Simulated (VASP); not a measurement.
Set up this calculation in VASP 6.6.1, as the native input.

```yaml
Task: single point
Functional: HSE06
Potentials_or_basis: VASP PAW PBE potentials, release 64 (H, C)
Cutoff: 520 eV
k_mesh: 4 × 4 × 4
Occupations: gaussian, width 0.01 eV
Spin: no spin polarisation
Dipole_correction: no
Grid_for_exact_exchange_PRECFOCK: Fast
Further_INCAR_settings: ALGO = Normal; EDIFF = 1e-06; NBANDS = 12
Screening_parameter: 0.2079 1/Å
```

Crystal: H4C.

```
CELL_PARAMETERS angstrom
-2.25269 2.25269 2.25269
2.25269 -2.25269 2.25269
2.25269 2.25269 -2.25269
ATOMIC_POSITIONS crystal
H 0.00000 0.00000 0.72093
H 0.72093 0.00000 0.00000
H 0.00000 0.72093 0.00000
H 0.27907 0.27907 0.27907
C 0.00000 0.00000 0.00000
```

These files were run (other wordings do the same):

POSCAR

```
H4C
1.0
   -2.2526877391      2.2526877391      2.2526877391
    2.2526877391     -2.2526877391      2.2526877391
    2.2526877391      2.2526877391     -2.2526877391
H C
4 1
Direct
    0.0000000000      0.0000000000      0.7209276364
    0.7209276364      0.0000000000      0.0000000000
    0.0000000000      0.7209276364      0.0000000000
    0.2790723636      0.2790723636      0.2790723636
    0.0000000000      0.0000000000      0.0000000000
```

INCAR.step1

```
PREC = Accurate
ENCUT = 520
EDIFF = 1E-5
ISMEAR = 0
SIGMA = 0.01
LREAL = F
LASPH = T
NELM = 60
ALGO = Normal
ISIF = 2
LWAVE = T
GGA = PE
NBANDS = 12
```

INCAR.step2

```
PREC = Accurate
ENCUT = 520
EDIFF = 1E-6
ISMEAR = 0
SIGMA = 0.01
LREAL = F
LASPH = T
NELM = 60
ALGO = Normal
ISIF = 2
LWAVE = F
LCHARG = T
GGA = PE
LHFCALC = T
HFSCREEN = 0.2079
PRECFOCK = Fast
LELF = T
LVHAR = T
ISTART = 1
NBANDS = 12
```

KPOINTS

```
regular mesh
0
Gamma
  4 4 4
```

Potentials or basis: VASP PAW PBE potentials, release 64 (H, C).

Run with:

```bash
$ cat potpaw_PBE.64/H/POTCAR potpaw_PBE.64/C/POTCAR > POTCAR
$ cp INCAR.step1 INCAR
$ mpirun -np 1 vasp_std > vasp.out
$ cp INCAR.step2 INCAR
$ mpirun -np 1 vasp_std > vasp.out
```

It gave:

```json
{
  "Pressure": "0.6 GPa",
  "Largest force": "0.010 eV/Å",
  "Band gap on the k mesh": "9.46 eV, direct"
}
```

Caveat: the k points lie up to 0.49 Å⁻¹ apart; the PAW data sets were made with another functional, which shifts forces and pressure a little.

Wall time 59 s on 1 thread of AMD EPYC 7R13 Processor (Zen 3), on a shared host, peak memory 0.23 GiB.
